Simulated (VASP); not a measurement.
A run of VASP 6.6.1 is set up as follows.

The input INCAR:

```
PREC = Accurate
ENCUT = 500
EDIFF = 1E-6
ISMEAR = -1
SIGMA = 0.05
LREAL = F
LASPH = T
NELM = 120
ALGO = Normal
ISIF = 2
LWAVE = F
LCHARG = F
GGA = PE
NBANDS = 28
GGA_COMPAT = F
```

The input KPOINTS:

```
regular mesh
0
Gamma
  7 7 7
```

Contents of POSCAR:

```
Ti3Al
1.0
    0.0000000000      3.2743093112      3.2743093112
    3.2743093112      0.0000000000      3.2743093112
    3.2743093112      3.2743093112      0.0000000000
Ti Al
3 1
Direct
    0.0000000000      0.0000000000      0.0000000000
    0.2500000000      0.2500000000      0.2500000000
    0.7500000000      0.7500000000      0.7500000000
    0.5000000000      0.5000000000      0.5000000000
```

Potentials or basis: VASP PAW PBE potentials, release 64 (Ti_sv, Al).

The run is started by

```sh
$ cat potpaw_PBE.64/Ti_sv/POTCAR potpaw_PBE.64/Al/POTCAR > POTCAR
$ mpirun -np 1 vasp_std > vasp.out
```

Estimate the pressure.

-5.1 GPa.
